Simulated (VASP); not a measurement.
# P (Fd-3m) in VASP: single point with PBEsol

Aim: the single point of P with PBEsol.

Everything below comes from runs of VASP 6.6.1. Logs are shortened: lines on timing, memory, paths and dates and some standing lists are left out, and cuts for length are marked.

### 1 The cell of the first run

Symmetry: Fd-3m, No. 227, cubic system. Conventional cell: a = 5.388 Å, b = 5.388 Å, c = 5.388 Å, α = 90.00°, β = 90.00°, γ = 90.00°. P (site symmetry -43m) has 4 P at 2.33 Å within 3.1 Å.

### 2 Single point, PBEsol

INCAR reads:

```
SYSTEM = P
PREC = Accurate
ENCUT = 520
EDIFF = 1E-6
ISMEAR = -1
SIGMA = 0.13605693000000002
LREAL = .False.
LASPH = .True.
NELM = 100
ALGO = Normal
ISIF = 2
LWAVE = .False.
LCHARG = .False.
GGA = PS
NBANDS = 12
```

KPOINTS reads:

```
Automatic mesh
0
Gamma
  9 9 9
  0 0 0
```

POSCAR reads:

```
P
1.0
    0.0000000000      2.6939048608      2.6939048608
    2.6939048608      0.0000000000      2.6939048608
    2.6939048608      2.6939048608      0.0000000000
P
2
Direct
    0.0000000000      0.0000000000      0.0000000000
    0.2500000000      0.2500000000      0.2500000000
```

Potentials or basis: VASP PAW PBE potentials, release 64 (P).

Started as:

```
> cat potpaw_PBE.64/P/POTCAR > POTCAR
> mpirun -np 1 vasp_std > vasp.out
```

OUTCAR:

```text
SYSTEM = P
   PREC = Accurate
   ENCUT = 520
   EDIFF = 1E-6
   ISMEAR = -1
   LREAL = .False.
   LASPH = .True.
   NELM = 100
   ISIF = 2
   GGA = PS

 ion  position               nearest neighbor table
   1  0.000  0.000  0.000-   2 2.33   2 2.33   2 2.33   2 2.33
   2  0.250  0.250  0.250-   1 2.33   1 2.33   1 2.33   1 2.33

  LATTYP: Found a face centered cubic cell.
 ALAT       =     5.3878097216

  Lattice vectors:

 A1 = (   0.0000000000,   2.6939048608,   2.6939048608)
 A2 = (   2.6939048608,   0.0000000000,   2.6939048608)
 A3 = (   2.6939048608,   2.6939048608,   0.0000000000)

Analysis of symmetry for initial positions (statically):
=====================================================================
 Subroutine PRICEL returns:
 Original cell was already a primitive cell.

 Routine SETGRP: Setting up the symmetry group for a
 face centered cubic supercell.

 Subroutine GETGRP returns: Found 48 space group operations
 (whereof 24 operations were pure point group operations)
 out of a pool of 48 trial point group operations.

The static configuration has the point symmetry T_d .
 The point group associated with its full space group is O_h .

Analysis of symmetry for dynamics (positions and initial velocities):
=====================================================================
 Subroutine PRICEL returns:
 Original cell was already a primitive cell.

 Routine SETGRP: Setting up the symmetry group for a
 face centered cubic supercell.

 Subroutine GETGRP returns: Found 48 space group operations
 (whereof 24 operations were pure point group operations)
 out of a pool of 48 trial point group operations.

The dynamic configuration has the point symmetry T_d .
 The point group associated with its full space group is O_h .

 Subroutine INISYM returns: Found 48 space group operations
 (whereof 24 operations are pure point group operations),
 and found     1 'primitive' translations

----------------------------------------------------------------------------------------

                                     Primitive cell

  volume of cell :      39.1000

  direct lattice vectors                    reciprocal lattice vectors
     0.000000000  2.693904861  2.693904861    -0.185604179  0.185604179  0.185604179
     2.693904861  0.000000000  2.693904861     0.185604179 -0.185604179  0.185604179
     2.693904861  2.693904861  0.000000000     0.185604179  0.185604179 -0.185604179

  length of vectors
     3.809756790  3.809756790  3.809756790     0.321475868  0.321475868  0.321475868

  position of ions in fractional coordinates (direct lattice)
[... 85 lines left out ...]
   ISIF   =      2    stress and relaxation
   ISYM   =      2    0-nonsym 1-usesym 2-fastsym
   POTIM  = 0.5000    time-step for ionic-motion
   TEBEG  =    0.0;   TEEND  =   0.0 temperature during run
   PSTRESS=    0.0 pullay stress
   NELECT =      10.0000    total number of electrons
   NUPDOWN=      -1.0000    fix difference up-down
   EMIN   =  10.00;   EMAX   =-10.00  energy-range for DOS
   EFERMI =   0.00;   METHOD = LEGACY
   ISMEAR =    -1;   SIGMA  =   0.14  broadening in eV -4-tet -1-fermi 0-gaus
   EFERMI_NEDOS =   21; number of points for ismear=-14 and -15
   IALGO  =     38    algorithm
   IMIX   =      4    mixing-type and parameters
     AMIX     =   0.40;   BMIX     =  1.00
     AMIX_MAG =   1.60;   BMIX_MAG =  1.00
  volume/ion in A,a.u.               =      19.55       131.93
  Fermi-wavevector in a.u.,A,eV,Ry     =   1.039160  1.963728 14.692310  1.079854
  Thomas-Fermi vector in A             =   2.173678
   LORBIT       =      0    0 simple, 1 ext, 2 COOP (PROOUT), +10 PAW based schemes
   GGA     = PS    functional components
   LHFCALC =     F    Hartree Fock is set to
   AEXX    =    0.0000 exact exchange contribution
   IVDW    =     0    specifies the selected vdW correction
   LEPSILON=     F    determine dielectric tensor
   LRPA    =     F    only Hartree local field effects (RPA)
 non-spin polarized calculation
  energy-cutoff  :      520.00
  volume of cell :       39.10
 maximum number of plane-waves:      1067
   NGX = 15   NGY = 15   NGZ = 15

 number of electron      10.0000000 magnetization

 number of electron       9.9999998 magnetization

 Free energy of the ion-electron system (eV)
  ---------------------------------------------------
  ext. energy  EPLUGINS =         0.00000000
  ---------------------------------------------------
  free energy    TOTEN  =       -10.46476521 eV

  energy without entropy =      -10.37986359  energy(sigma->0) =      -10.42231440

 E-fermi :   6.3750     XC(G=0):  -9.8982

 val. band max:        6.3236623962   @ k =   0.2222   0.1111   0.0000
 cond. band min:       6.3834714688   @ k =  -0.3333   0.3333   0.1111
 fundamental gap:      0.0598090726
 Fermi energy:         6.3750303232

 k-point     1 :       0.0000    0.0000    0.0000
  band No.  band energies     occupation
      1      -8.9926      2.00000
      2       3.2629      2.00000
      3       3.2629      2.00000
      4       3.2629      2.00000
      5       3.4388      2.00000
      6       6.4438      0.75242
      7       6.4438      0.75242
      8       6.4438      0.75242
      9      12.3443      0.00000
     10      13.1744      0.00000
     11      13.1744      0.00000
     12      16.6449      0.00000
[... 331 lines left out ...]
 k-point    24 :       0.4444    0.4444    0.0000
  band No.  band energies     occupation
      1      -5.9739      2.00000
      2      -4.4202      2.00000
      3       0.8593      2.00000
      4       0.8593      2.00000
      5       4.9304      1.99995
      6       5.3756      1.99871
      7      12.1935      0.00000
      8      12.1935      0.00000
      9      14.2760      0.00000
     10      16.1973      0.00000
     11      16.4423      0.00000
     12      16.4423      0.00000

 [... further k-points ...]
[... 5 lines left out ...]
  --------------------------------------------------------------------------------------
  -------------------------------------------------------------------------------------
  Total       -0.0259682     -0.0259682     -0.0259682     -0.0000000     -0.0000000      0.0000000
  in kB       -1.0640825     -1.0640825     -1.0640825     -0.0000000     -0.0000000      0.0000000
  external PRESSURE =      -1.0640825 kB  Pullay stress =       0.0000000 kB

 VOLUME and BASIS-vectors are now :
 -----------------------------------------------------------------------------
  energy-cutoff  :      520.00
  volume of cell :       39.10
      direct lattice vectors                 reciprocal lattice vectors
     0.000000000  2.693904861  2.693904861    -0.185604179  0.185604179  0.185604179
     2.693904861  0.000000000  2.693904861     0.185604179 -0.185604179  0.185604179
     2.693904861  2.693904861  0.000000000     0.185604179  0.185604179 -0.185604179

 POSITION                                       TOTAL-FORCE (eV/Angst)
 -----------------------------------------------------------------------------------
      0.00000      0.00000      0.00000         0.000000      0.000000      0.000000
      1.34695      1.34695      1.34695        -0.000000     -0.000000     -0.000000
 -----------------------------------------------------------------------------------
    total drift:                                0.000000      0.000000     -0.000000

  FREE ENERGIE OF THE ION-ELECTRON SYSTEM (eV)
  ---------------------------------------------------
  free  energy   TOTEN  =       -10.4647652074 eV

  energy  without entropy=      -10.3798635869  energy(sigma->0) =      -10.42231440
```

OSZICAR:

```text
N       E                     dE             d eps       ncg     rms          rms(c)
DAV:   1     0.180809012934E+02    0.18081E+02   -0.41941E+03   840   0.679E+02
DAV:   2    -0.934377722807E+01   -0.27425E+02   -0.26025E+02  1080   0.109E+02
DAV:   3    -0.105226645005E+02   -0.11789E+01   -0.11715E+01  1080   0.208E+01
DAV:   4    -0.105325102768E+02   -0.98458E-02   -0.98431E-02   992   0.233E+00
DAV:   5    -0.105326307027E+02   -0.12043E-03   -0.12042E-03  1136   0.248E-01    0.781E+00
DAV:   6    -0.104874275585E+02    0.45203E-01   -0.14814E-02   996   0.629E-01    0.462E+00
DAV:   7    -0.104648229414E+02    0.22605E-01   -0.28947E-02  1004   0.913E-01    0.761E-02
DAV:   8    -0.104647605575E+02    0.62384E-04   -0.17368E-03   976   0.256E-01    0.321E-02
DAV:   9    -0.104647637159E+02   -0.31585E-05   -0.32056E-05  1080   0.377E-02    0.155E-02
DAV:  10    -0.104647652795E+02   -0.15636E-05   -0.12672E-06   760   0.767E-03    0.397E-03
DAV:  11    -0.104647652074E+02    0.72128E-07   -0.17616E-07   540   0.276E-03
   1 F= -.10464765E+02 E0= -.10422314E+02  d E =-.849016E-01
```

stdout:

```text
POSCAR found type information on POSCAR P
 POSCAR found :  1 types and       2 ions
 scaLAPACK will be used
 -----------------------------------------------------------------------------
|                                                                             |
|                                                                             |
|     You enforced a specific xc type in the INCAR file but a different       |
|     I HOPE YOU KNOW WHAT YOU ARE DOING!                                     |
|                                                                             |
 -----------------------------------------------------------------------------

 LDA part: xc-table for (Slater+PW92), standard interpolation
 POSCAR, INCAR and KPOINTS ok, starting setup
 FFT: planning ... GRIDC
 FFT: planning ... GRID_SOFT
 FFT: planning ... GRID
 WAVECAR not read
 entering main loop
```

It took 18 s on 1 thread of Intel Xeon 8259CL, shared host; peak memory 0.15 GiB.

What came out:

```
Free energy            : -10.4648 eV
Pressure               : -0.1 GPa
Band gap on the k mesh : zero (band 5 reaches 7.69 eV, above the bottom of band 6 at 5.38 eV)
```

Caveat: the PAW data sets were made with another functional, which shifts forces and pressure a little.
